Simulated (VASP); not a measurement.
**RbBr: single point with PBE**

The system is RbBr.

```
Rb Br
1.0
     4.45616    0.00000    0.00000
     0.00000    4.45616    0.00000
     0.00000    0.00000    4.29112
Rb Br
1 1
Direct
  0.00000 0.00000 0.00000
  0.50000 0.50000 0.50000
```

This cell differs from its parent crystal: strain +0.080 along x and y, +0.040 along z.

| Quantity | Value |
| --- | --- |
| Program | VASP 6.6.1 |
| Task | single point |
| Functional | PBE |
| Potentials or basis | VASP PAW PBE potentials, release 64 (Rb_sv, Br) |
| Cutoff | 520 eV |
| k mesh | 6 × 6 × 6 |
| Occupations | gaussian, width 0.05 eV |
| Spin | no spin polarisation |
| Dipole correction | no |
| Further INCAR settings | ALGO = Normal; EDIFF = 1e-06; NBANDS = 15 |

```json
{
  "Pressure": "-1.4 GPa",
  "Band gap on the k mesh": "3.42 eV, indirect (least direct gap 3.54 eV)"
}
```

Stress tensor (GPa, compression positive):
```
-1.69  0.00  0.00
 0.00 -1.69  0.00
 0.00  0.00 -0.77
```

Levels at points of the mesh, in eV from the valence-band top:
| k point | band 5 | band 6 | band 7 | band 8 | band 9 | band 10 | band 11 | band 12 |
| --- | --- | --- | --- | --- | --- | --- | --- | --- |
| (0.00, 0.00, 0.00) | -9.55 | -0.28 | -0.28 | -0.12 | 3.42 | 5.56 | 5.68 | 9.10 |
| (0.50, 0.00, 0.00) | -9.53 | -1.36 | -0.31 | -0.13 | 6.17 | 6.38 | 6.70 | 8.57 |
| (0.50, 0.50, 0.00) | -9.52 | -0.92 | -0.92 | 0.00 | 4.98 | 6.07 | 7.87 | 7.87 |
| (0.00, 0.00, 0.50) | -9.53 | -1.36 | -0.27 | -0.27 | 6.20 | 6.67 | 6.73 | 8.49 |
| (0.50, 0.00, 0.50) | -9.52 | -0.95 | -0.89 | -0.13 | 5.13 | 5.85 | 7.50 | 7.62 |
| (0.50, 0.50, 0.50) | -9.66 | -1.05 | -1.01 | -1.01 | 7.48 | 7.48 | 7.55 | 8.26 |

Run time: 16 s on 1 thread of AMD EPYC 9R45 96-Core Processor (Zen 5), on a shared host, peak memory 0.18 GiB.

Caveat: the cell differs from its parent crystal (strain +0.080 along x and y, +0.040 along z). A k mesh can miss the band edges.
